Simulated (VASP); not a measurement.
Set up this calculation in VASP 6.6.1, as the native input.

| Item | Value |
| --- | --- |
| Task | single point |
| Functional | PBEsol |
| Potentials or basis | VASP PAW PBE potentials, release 64 (Cu_sv_GW) |
| Cutoff | 820 eV |
| k mesh | 20 × 20 × 20 |
| Occupations | gaussian, width 0.15 eV |
| Spin | no spin polarisation |
| Dipole correction | no |
| Further INCAR settings | ALGO = Normal; EDIFF = 1e-06; NBANDS = 26 |

The structure of Cu lies in POSCAR:

```
Cu
1.0
    1.1575405055     -3.9763780104      0.0000000000
    1.1575405055      3.9763780104      0.0000000000
    0.0000000000      0.0000000000      2.4754955235
Cu
2
Direct
    0.1338666500      0.8661333500      0.2500000000
    0.8661333500      0.1338666500      0.7500000000
```

This cell differs from its parent crystal: strain -0.0500 x Voigt [1, 0, 0, 0, 0, 0].

These files were run (other wordings do the same):

INCAR

```
SYSTEM = Cu
PREC = Accurate
ENCUT = 820
EDIFF = 1E-6
ISMEAR = 0
SIGMA = 0.15
LREAL = .False.
LASPH = .True.
NELM = 120
ALGO = Normal
ISIF = 2
LWAVE = .False.
LCHARG = .False.
GGA = PS
NBANDS = 26
GGA_COMPAT = .False.
```

KPOINTS

```
Automatic mesh
0
Gamma
  20 20 20
  0 0 0
```

Potentials or basis: VASP PAW PBE potentials, release 64 (Cu_sv_GW).

The run is started by

```sh
$ cat potpaw_PBE.64/Cu_sv_GW/POTCAR > POTCAR
$ mpirun -np 1 vasp_std > vasp.out
```

Results of the run:

| Quantity | Value |
| --- | --- |
| Pressure | 5.5 GPa |
| Largest force | 0.188 eV/Å |
| Band gap on the k mesh | zero (bands 19 and 20 overlap by 5.84 eV) |

Caveat: the cell differs from its parent crystal (strain -0.0500 x Voigt [1, 0, 0, 0, 0, 0]); the stress differs along the axes, from -1 to 17 GPa; the PAW data sets were made with another functional, which shifts forces and pressure a little.

It took 33 min on 1 thread of Intel(R) Xeon(R) Platinum 8259CL CPU @ 2.50GHz (Skylake/Cascade Lake), with other jobs on the host, peak memory 1.3 GiB.
